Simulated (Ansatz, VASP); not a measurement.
One calculation of KCl, two programs

File POSCAR:

```
KCl
1.0
    0.0000000000      3.1464700000      3.1464700000
    3.1464700000      0.0000000000      3.1464700000
    3.1464700000      3.1464700000      0.0000000000
K Cl
1 1
Direct
    0.0000000000      0.0000000000      0.0000000000
    0.5000000000      0.5000000000      0.5000000000
```

INCAR.step1

```
PREC = Accurate ; ENCUT = 520
EDIFF = 1E-5 ; ISMEAR = -1
SIGMA = 0.05 ; LREAL = F
LASPH = T ; NELM = 60
ALGO = Normal ; ISIF = 2
LWAVE = T ; NBANDS = 15
GGA = PE
```

INCAR.step2

```
PREC = Accurate ; ENCUT = 520
EDIFF = 1E-6 ; ISMEAR = -1
SIGMA = 0.05 ; LREAL = F
LASPH = T ; NELM = 60
ALGO = Normal ; ISIF = 2
LWAVE = F ; LCHARG = T
GGA = PE ; LHFCALC = T
AEXX = 0.2 ; HFSCREEN = 0.2
PRECFOCK = Normal ; LELF = T
LVHAR = T ; NBANDS = 15
ISTART = 1
```

Contents of KPOINTS:

```
Automatic mesh
0
Gamma
  4 4 4
```

File input.yaml:

```yaml
crystal:
  lattice:
    - [0.0, 3.14647, 3.14647]
    - [3.14647, 0.0, 3.14647]
    - [3.14647, 3.14647, 0.0]
  atoms:
    - { symbol: K, position: [0.0, 0.0, 0.0] }
    - { symbol: Cl, position: [0.5, 0.5, 0.5] }
hamiltonian:
  xc: { exchange: pbe, correlation: pbe, exx: { coeff: 0.2, omega: 0.2 } }
  pseudopotentials: { kind: paw }
kpoints:
  mp_grid: { grid: [4, 4, 4] }
scf:
  occupations: { method: fermi_dirac, width: 0.05 }
output:
  forces: true
  stress: true
  eigenvalues: true
  write_density: true
  write_potential: true
  elf: true
  volumetric_format: npy
```

Alike in both runs: task single point; functional PBE-based screened hybrid with a share of 0.2 of exact exchange and HFSCREEN = 0.2; k mesh 4 × 4 × 4; occupations fermi-dirac, width 0.05 eV; no spin polarisation.

|  | VASP | Ansatz |
| --- | --- | --- |
| version | VASP 6.6.1 | Ansatz 0.2.0 |
| potentials or method | VASP PAW PBE potentials, release 64 (K_sv, Cl) | Ansatz PAW |
| plane-wave cutoff (eV) | 520 | 420 |
| valence electrons in the cell | 16 | 16 |

|  | VASP | Ansatz | Ansatz less VASP |
| --- | --- | --- | --- |
| gap on the k mesh at the Fermi level (eV) | 6.25 | 6.25 | +0.003 |
| least direct gap on the mesh (eV) | 6.25 | 6.25 | +0.003 |
| pressure (GPa) | 0.5 | 0.5 | -0.03 |

VASP's potentials were made for PBE, not for PBE-based screened hybrid.

The k mesh is coarse, so the values compare programs but aren't converged.
